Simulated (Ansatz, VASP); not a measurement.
# Two plane-wave programs on Nb

```
Nb
1.0
    -1.65113    1.65113    1.65113
     1.65113   -1.65113    1.65113
     1.65113    1.65113   -1.65113
Nb
1
Direct
  0.00000 0.00000 0.00000
```

Alike in both runs: task single point; functional r2SCAN; k mesh 13 × 13 × 13; occupations fermi-dirac, width 0.1 eV; no spin polarisation.

|  | VASP | Ansatz |
| --- | --- | --- |
| version | VASP 6.6.1 | Ansatz 0.2.0 |
| potentials or method | VASP PAW PBE potentials, release 64 (Nb_sv), cutoff 520 eV | plane waves (500 eV) with PAW, scalar-relativistic |
| valence electrons in the cell | 13 | 13 |

|  | VASP | Ansatz | Ansatz less VASP |
| --- | --- | --- | --- |
| pressure (GPa) | -0.2 | 0.0 | +0.17 |

VASP's potentials were made for PBE, not for r2SCAN.
